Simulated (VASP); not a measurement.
# Pt (Fm-3m) in VASP: further runs

Pt is run at these levels: PBEsol; tasks: single point, relaxation of cell and atoms.

Program: VASP 6.6.1. These are calculated values, not measurements. Logs are shortened: lines on timing, memory, paths and dates and some standing lists are left out, and cuts for length are marked.

### Step 1. The cell of the first run

It takes space group Fm-3m (No. 225, cubic). Conventional cell: a = 3.922 Å, b = 3.922 Å, c = 3.922 Å, α = 90.00°, β = 90.00°, γ = 90.00°. Pt (site symmetry m-3m) has 12 Pt at 2.77 Å within 3.7 Å.

### Step 2. Single point, PBEsol

Input file INCAR:

```
SYSTEM = Pt
PREC = Accurate
ENCUT = 520
EDIFF = 1E-6
ISMEAR = 0
SIGMA = 0.1
LREAL = .FALSE.
LASPH = .TRUE.
NELM = 80
ALGO = Normal
ISIF = 2
LWAVE = .FALSE.
LCHARG = .TRUE.
GGA = PS
LELF = .TRUE.
LVHAR = .TRUE.
NBANDS = 11
```

Input file KPOINTS:

```
Automatic mesh
0
G
  8 8 8
  0 0 0
```

Input file POSCAR:

```
Pt
1.0
    0.0000000000      1.9609000000      1.9609000000
    1.9609000000      0.0000000000      1.9609000000
    1.9609000000      1.9609000000      0.0000000000
Pt
1
Direct
    0.0000000000      0.0000000000      0.0000000000
```

Potentials or basis: VASP PAW PBE potentials, release 64 (Pt).

Started as:

```sh
> cat potpaw_PBE.64/Pt/POTCAR > POTCAR
> mpirun -np 1 vasp_std > vasp.out
```

OUTCAR:

```text
SYSTEM = Pt
   PREC = Accurate
   ENCUT = 520
   EDIFF = 1E-6
   ISMEAR = 0
   LREAL = .FALSE.
   LASPH = .TRUE.
   NELM = 80
   ISIF = 2
   GGA = PS

 ion  position               nearest neighbor table
   1  0.000  0.000  0.000-

  LATTYP: Found a face centered cubic cell.
 ALAT       =     3.9218000000

  Lattice vectors:

 A1 = (   0.0000000000,   1.9609000000,   1.9609000000)
 A2 = (   1.9609000000,   0.0000000000,   1.9609000000)
 A3 = (   1.9609000000,   1.9609000000,   0.0000000000)

Analysis of symmetry for initial positions (statically):
=====================================================================
 Subroutine PRICEL returns:
 Original cell was already a primitive cell.

 Routine SETGRP: Setting up the symmetry group for a
 face centered cubic supercell.

 Subroutine GETGRP returns: Found 48 space group operations
 (whereof 48 operations were pure point group operations)
 out of a pool of 48 trial point group operations.

The static configuration has the point symmetry O_h .

Analysis of symmetry for dynamics (positions and initial velocities):
=====================================================================
 Subroutine PRICEL returns:
 Original cell was already a primitive cell.

 Routine SETGRP: Setting up the symmetry group for a
 face centered cubic supercell.

 Subroutine GETGRP returns: Found 48 space group operations
 (whereof 48 operations were pure point group operations)
 out of a pool of 48 trial point group operations.

The dynamic configuration has the point symmetry O_h .

 Subroutine INISYM returns: Found 48 space group operations
 (whereof 48 operations are pure point group operations),
 and found     1 'primitive' translations

----------------------------------------------------------------------------------------

                                     Primitive cell

  volume of cell :      15.0798

  direct lattice vectors                    reciprocal lattice vectors
     0.000000000  1.960900000  1.960900000    -0.254984956  0.254984956  0.254984956
     1.960900000  0.000000000  1.960900000     0.254984956 -0.254984956  0.254984956
     1.960900000  1.960900000  0.000000000     0.254984956  0.254984956 -0.254984956

  length of vectors
     2.773131374  2.773131374  2.773131374     0.441646899  0.441646899  0.441646899

  position of ions in fractional coordinates (direct lattice)
     0.000000000  0.000000000  0.000000000

  ion indices of the primitive-cell ions
   primitive index   ion index
                 1           1

----------------------------------------------------------------------------------------

 KPOINTS: Automatic mesh

Automatic generation of k-mesh.
 Grid dimensions read from file:
 generate k-points for:    8    8    8

 Generating k-lattice:

  Cartesian coordinates                     Fractional coordinates (reciprocal lattice)
    -0.031873119  0.031873119  0.031873119     0.125000000  0.000000000  0.000000000
     0.031873119 -0.031873119  0.031873119     0.000000000  0.125000000  0.000000000
     0.031873119  0.031873119 -0.031873119     0.000000000  0.000000000  0.125000000

  Length of vectors
     0.055205862  0.055205862  0.055205862

  Shift w.r.t. Gamma in fractional coordinates (k-lattice)
     0.000000000  0.000000000  0.000000000

 Subroutine IBZKPT returns following result:
 ===========================================

 Found     29 irreducible k-points:

 Following reciprocal coordinates:
            Coordinates               Weight
  0.000000  0.000000  0.000000      1.000000
  0.125000  0.000000  0.000000      8.000000
  0.250000  0.000000  0.000000      8.000000
  0.375000  0.000000  0.000000      8.000000
  0.500000  0.000000  0.000000      4.000000
  0.125000  0.125000  0.000000      6.000000
[... 16 lines left out ...]
  0.500000  0.250000  0.125000     48.000000
 -0.375000  0.250000  0.125000     24.000000
 [... further k-points ...]
   k-points           NKPTS =     29   k-points in BZ     NKDIM =     29   number of bands    NBANDS=     11
   number of dos      NEDOS =    301   number of ions     NIONS =      1
   total plane-waves  NPLWV =  13824
   dimension x,y,z NGX =    24 NGY =   24 NGZ =   24
   dimension x,y,z NGXF=    48 NGYF=   48 NGZF=   48
   ions per type =               1
   NGX,Y,Z   is equivalent  to a cutoff of  14.39, 14.39, 14.39 a.u.
   NGXF,Y,Z  is equivalent  to a cutoff of  28.78, 28.78, 28.78 a.u.
 SYSTEM =  Pt
   PREC   = accura    normal or accurate (medium, high low for compatibility)
   ISTART =      0    job   : 0-new  1-cont  2-samecut
   ICHARG =      2    charge: 1-file 2-atom 10-const
   ISPIN  =      1    spin polarized calculation?
   LNONCOLLINEAR =      F non collinear calculations
   LSORBIT =      F    spin-orbit coupling
   LASPH  =      T    aspherical Exc in radial PAW
   ENCUT  =  520.0 eV  38.22 Ry    6.18 a.u.   5.16  5.16  5.16*2*pi/ulx,y,z
   NELM   =     80;   NELMIN=  2; NELMDL= -5     # of ELM steps
   EDIFF  = 0.1E-05   stopping-criterion for ELM
   LREAL  =      F    real-space projection
   EDIFFG = 0.1E-04   stopping-criterion for IOM
   NSW    =      0    number of steps for IOM
   IBRION =     -1    ionic relax: 0-MD 1-quasi-New 2-CG
   NFREE  =      0    steps in history (QN), initial steepest desc. (CG)
   ISIF   =      2    stress and relaxation
   ISYM   =      2    0-nonsym 1-usesym 2-fastsym
   POTIM  = 0.5000    time-step for ionic-motion
   TEBEG  =    0.0;   TEEND  =   0.0 temperature during run
   PSTRESS=    0.0 pullay stress
   NELECT =      10.0000    total number of electrons
   NUPDOWN=      -1.0000    fix difference up-down
   EMIN   =  10.00;   EMAX   =-10.00  energy-range for DOS
   EFERMI =   0.00;   METHOD = LEGACY
   ISMEAR =     0;   SIGMA  =   0.10  broadening in eV -4-tet -1-fermi 0-gaus
   EFERMI_NEDOS =   21; number of points for ismear=-14 and -15
   IALGO  =     38    algorithm
   IMIX   =      4    mixing-type and parameters
     AMIX     =   0.40;   BMIX     =  1.00
     AMIX_MAG =   1.60;   BMIX_MAG =  1.00
  volume/ion in A,a.u.               =      15.08       101.76
  Fermi-wavevector in a.u.,A,eV,Ry     =   1.427609  2.697791 27.729605  2.038068
  Thomas-Fermi vector in A             =   2.547760
   LORBIT       =      0    0 simple, 1 ext, 2 COOP (PROOUT), +10 PAW based schemes
   GGA     = PS    functional components
   LHFCALC =     F    Hartree Fock is set to
   AEXX    =    0.0000 exact exchange contribution
   IVDW    =     0    specifies the selected vdW correction
   LEPSILON=     F    determine dielectric tensor
   LRPA    =     F    only Hartree local field effects (RPA)
 non-spin polarized calculation
 Gauss-broadening in eV      SIGMA  =   0.10
  energy-cutoff  :      520.00
  volume of cell :       15.08
 maximum number of plane-waves:       416
 NGX is ok and might be reduce to    24
   NGX = 11   NGY = 11   NGZ = 11

 number of electron      10.0000000 magnetization

 Free energy of the ion-electron system (eV)
  ---------------------------------------------------
  ext. energy  EPLUGINS =         0.00000000
  ---------------------------------------------------
  free energy    TOTEN  =        -6.95625691 eV

  energy without entropy =       -6.94739031  energy(sigma->0) =       -6.95182361

 E-fermi :  11.0310     XC(G=0): -13.6344

 val. band max:       10.8885982645   @ k =  -0.3750   0.3750   0.0000
 cond. band min:      11.0321776763   @ k =  -0.2500   0.1250   0.0000
 fundamental gap:      0.1435794119
 Fermi energy:        11.0309912506

 k-point     1 :       0.0000    0.0000    0.0000
  band No.  band energies     occupation
      1       0.8020      2.00000
      2       7.2654      2.00000
      3       7.2654      2.00000
      4       7.2654      2.00000
      5       9.4384      2.00000
      6       9.4384      2.00000
      7      25.7276      0.00000
      8      30.6826      0.00000
      9      30.6826      0.00000
     10      30.6826      0.00000
     11      35.9899      0.00000

 k-point     2 :       0.1250    0.0000    0.0000
  band No.  band energies     occupation
      1       1.4129      2.00000
      2       7.0217      2.00000
      3       7.4851      2.00000
      4       7.4851      2.00000
      5       9.3367      2.00000
      6       9.3367      2.00000
      7      26.6197      0.00000
      8      28.2085      0.00000
      9      31.6211      0.00000
     10      31.6211      0.00000
     11      37.2952      0.00000

 k-point     3 :       0.2500    0.0000    0.0000
  band No.  band energies     occupation
      1       2.8522      2.00000
      2       6.9092      2.00000
      3       7.6424      2.00000
      4       7.6424      2.00000
      5       9.6118      2.00000
      6       9.6118      2.00000
      7      24.3526      0.00000
      8      27.4592      0.00000
      9      33.7070      0.00000
     10      33.7070      0.00000
     11      34.5834      0.00000

 k-point     4 :       0.3750    0.0000    0.0000
  band No.  band energies     occupation
      1       3.6623      2.00000
      2       7.3647      2.00000
      3       7.3647      2.00000
      4       8.5453      2.00000
      5      10.5706      2.00000
      6      10.5706      2.00000
      7      19.8230      0.00000
      8      25.9786      0.00000
      9      31.4564      0.00000
     10      31.4564      0.00000
     11      37.4947      0.00000

 k-point     5 :       0.5000    0.0000    0.0000
  band No.  band energies     occupation
      1       3.7139      2.00000
      2       7.2068      2.00000
      3       7.2068      2.00000
      4      10.5503      2.00000
      5      11.1069      0.28299
      6      11.1069      0.28299
      7      16.8775      0.00000
      8      25.2814      0.00000
      9      30.0371      0.00000
     10      30.0371      0.00000
     11      39.4683      0.00000
[... 211 lines left out ...]
 k-point    21 :       0.5000    0.5000    0.0000
  band No.  band energies     occupation
      1       3.9739      2.00000
      2       4.4299      2.00000
      3      11.0803      0.48566
      4      11.5548      0.00000
      5      11.5548      0.00000
      6      12.8062      0.00000
      7      19.9095      0.00000
      8      22.4313      0.00000
      9      22.4313      0.00000
     10      31.1872      0.00000
     11      34.4999      0.00000

 k-point    22 :       0.3750    0.2500    0.1250
  band No.  band energies     occupation
      1       4.1360      2.00000
      2       5.9428      2.00000
      3       7.2535      2.00000
      4       8.9284      2.00000
      5       9.0203      2.00000
      6      11.0827      0.46420
      7      24.5632      0.00000
      8      26.7979      0.00000
      9      29.0232      0.00000
     10      31.3023      0.00000
     11      35.3214      0.00000

 k-point    23 :       0.5000    0.2500    0.1250
  band No.  band energies     occupation
      1       4.9702      2.00000
      2       6.4416      2.00000
      3       6.7283      2.00000
      4       8.6384      2.00000
      5      10.3227      2.00000
      6      12.9824      0.00000
      7      20.3095      0.00000
      8      25.4435      0.00000
      9      27.2860      0.00000
     10      31.5488      0.00000
     11      35.3773      0.00000

 k-point    24 :      -0.3750    0.2500    0.1250
  band No.  band energies     occupation
      1       4.9968      2.00000
      2       6.2395      2.00000
      3       7.5975      2.00000
      4       8.3753      2.00000
      5      10.8730      1.97451
      6      15.4718      0.00000
      7      16.5536      0.00000
      8      25.7704      0.00000
      9      26.1459      0.00000
     10      30.2282      0.00000
     11      37.2784      0.00000

 [... further k-points ...]

------------------------ aborting loop because EDIFF is reached ----------------------------------------

  FORCE on cell =-STRESS in cart. coord.  units (eV):
  Direction    XX          YY          ZZ          XY          YZ          ZX
  --------------------------------------------------------------------------------------
  -------------------------------------------------------------------------------------
  Total       -0.1765358     -0.1765358     -0.1765358      0.0000000     -0.0000000      0.0000000
  in kB      -18.7562897    -18.7562897    -18.7562897      0.0000000     -0.0000000      0.0000000
  external PRESSURE =     -18.7562897 kB  Pullay stress =       0.0000000 kB

 VOLUME and BASIS-vectors are now :
 -----------------------------------------------------------------------------
  energy-cutoff  :      520.00
  volume of cell :       15.08
      direct lattice vectors                 reciprocal lattice vectors
     0.000000000  1.960900000  1.960900000    -0.254984956  0.254984956  0.254984956
     1.960900000  0.000000000  1.960900000     0.254984956 -0.254984956  0.254984956
     1.960900000  1.960900000  0.000000000     0.254984956  0.254984956 -0.254984956

 POSITION                                       TOTAL-FORCE (eV/Angst)
 -----------------------------------------------------------------------------------
      0.00000      0.00000      0.00000        -0.000000      0.000000     -0.000000
 -----------------------------------------------------------------------------------
    total drift:                               -0.000000     -0.000000      0.000000

  FREE ENERGIE OF THE ION-ELECTRON SYSTEM (eV)
  ---------------------------------------------------
  free  energy   TOTEN  =        -6.9562569124 eV

  energy  without entropy=       -6.9473903105  energy(sigma->0) =       -6.95182361
```

It took 6.2 s on 1 thread of AMD EPYC 9R45 (Zen 5), shared host; peak memory 0.11 GiB.

What came out:

- Free energy: -6.9563 eV
- Pressure: -1.9 GPa
- Band gap on the k mesh: zero (band 5 reaches 11.56 eV, above the bottom of band 6 at 9.34 eV)

Levels at points of the mesh, in eV from the Fermi level:
| k point | band 3 | band 4 | band 5 | band 6 | band 7 | band 8 |
| --- | --- | --- | --- | --- | --- | --- |
| (0.00, 0.00, 0.00) | -3.77 | -3.77 | -1.59 | -1.59 | 14.70 | 19.65 |
| (0.50, 0.00, 0.00) | -3.82 | -0.48 | 0.08 | 0.08 | 5.85 | 14.25 |
| (0.50, 0.50, 0.00) | 0.05 | 0.52 | 0.52 | 1.78 | 8.88 | 11.40 |

Caveat: the PAW data sets were made with another functional, which shifts forces and pressure a little; spin-orbit coupling is left out, which moves the levels of the heavy elements.

(Continued in part 2 of 2.)
